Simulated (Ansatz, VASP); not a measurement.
# One calculation of LiNbO3, two programs

File INCAR:

```
SYSTEM = LiNbO3
  ALGO = Normal
  EDIFF = 1E-7
  ENCUT = 520
  GGA = PE
  ISIF = 2
  ISMEAR = 0
  LASPH = .True.
  LCHARG = .True.
  LELF = .True.
  LREAL = .False.
  LVHAR = .True.
  LWAVE = .False.
  NBANDS = 45
  NELM = 80
  PREC = Accurate
  SIGMA = 0.05
```

KPOINTS

```
k-points
0
Gamma
  6 6 6
  0 0 0
```

File POSCAR:

```
LiNbO3
1.0
    2.8131840873      1.6241925901      3.9628386510
   -2.8131840873      1.6241925901      3.9628386510
    0.0000000000     -3.2483851801      3.9628386510
Li Nb O
2 2 6
Direct
    0.2500000000      0.2500000000      0.2500000000
    0.7500000000      0.7500000000      0.7500000000
    0.0000000000      0.0000000000      0.0000000000
    0.5000000000      0.5000000000      0.5000000000
    0.1590542063      0.3409457937      0.7500000000
    0.7500000000      0.1590542063      0.3409457937
    0.3409457937      0.7500000000      0.1590542063
    0.8409457937      0.6590542063      0.2500000000
    0.2500000000      0.8409457937      0.6590542063
    0.6590542063      0.2500000000      0.8409457937
```

Input for Ansatz:

```yaml
crystal:
  lattice:
    - [2.8131840873, 1.6241925901, 3.962838651]
    - [-2.8131840873, 1.6241925901, 3.962838651]
    - [0.0, -3.2483851801, 3.962838651]
  atoms:
    - { symbol: Li, position: [0.25, 0.25, 0.25] }
    - { symbol: Li, position: [0.75, 0.75, 0.75] }
    - { symbol: Nb, position: [0.0, 0.0, 0.0] }
    - { symbol: Nb, position: [0.5, 0.5, 0.5] }
    - { symbol: O, position: [0.1590542063, 0.3409457937, 0.75] }
    - { symbol: O, position: [0.75, 0.1590542063, 0.3409457937] }
    - { symbol: O, position: [0.3409457937, 0.75, 0.1590542063] }
    - { symbol: O, position: [0.8409457937, 0.6590542063, 0.25] }
    - { symbol: O, position: [0.25, 0.8409457937, 0.6590542063] }
    - { symbol: O, position: [0.6590542063, 0.25, 0.8409457937] }
basis:
  ecutwfc: 520.0
kpoints:
  mp_grid: { grid: [6, 6, 6] }
hamiltonian:
  xc: pbe
  pseudopotentials: { kind: paw, azcp: { folder: soft_1 } }
scf:
  occupations: { method: gaussian, width: 0.05 }
output:
  forces: true
  stress: true
  eigenvalues: true
```

Alike in both runs: task single point; functional PBE; k mesh 6 × 6 × 6; occupations gaussian, width 0.05 eV; no spin polarisation.

|  | VASP | Ansatz |
| --- | --- | --- |
| version | VASP 6.6.1 | Ansatz 0.2.0 |
| potentials or method | VASP PAW PBE potentials, release 64 (Li_sv, Nb_sv, O), cutoff 520 eV | scalar-relativistic, plane waves, PAW |
| valence electrons in the cell | 68 | 68 |

Ansatz gave:

- gap on the k mesh at the Fermi level (eV): 1.73
- least direct gap on the mesh (eV): 1.77
- rms of the force components (eV/Å): 0.144

Question: What did VASP give for the same quantities?

Answer: gap on the k mesh at the Fermi level (eV): 1.71; least direct gap on the mesh (eV): 1.76; rms of the force components (eV/Å): 0.138.

Atom by atom the forces differ by 0.006 eV/Å (rms over components).

Noted on VASP's run: the cutoff is under 1.25 times that of the potentials, so the pressure is a little rough.
